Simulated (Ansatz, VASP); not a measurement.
## One calculation of Zn2PCl, two programs

```xyz
4
Lattice="1.8422 1.0636 5.9734 -1.8422 1.0636 5.9734 0.0000 -2.1272 5.9734" Properties=species:S:1:pos:R:3 pbc="T T T"
Zn    0.0000    0.0000    4.1425
Zn    0.0000    0.0000   13.7777
P     0.0000    0.0000    8.9601
Cl    0.0000    0.0000    0.0000
```

Alike in both runs: functional PBEsol; k mesh 6 × 6 × 6; occupations gaussian, width 0.1 eV; no spin polarisation.

Ansatz relaxed the structure, and its values are those at the end. VASP's run is a single point on that final structure, the one shown.

|  | VASP | Ansatz |
| --- | --- | --- |
| version | VASP 6.6.1 | Ansatz 0.2.0 |
| potentials or method | VASP PAW PBE potentials, release 64 (Zn, P, Cl), cutoff 520 eV | scalar-relativistic, plane waves, PAW |
| valence electrons in the cell | 36 | 36 |

VASP gave:

* gap on the k mesh at the Fermi level (eV): none
* pressure (GPa): 0.3
* rms of the force components (eV/Å): 0.005

Which values does Ansatz return?

gap on the k mesh at the Fermi level (eV): none; pressure (GPa): 0.2; rms of the force components (eV/Å): 0.004.

VASP's potentials were made for PBE, not for PBEsol. A gap of «none» marks a metal or a gap that the smearing closes.
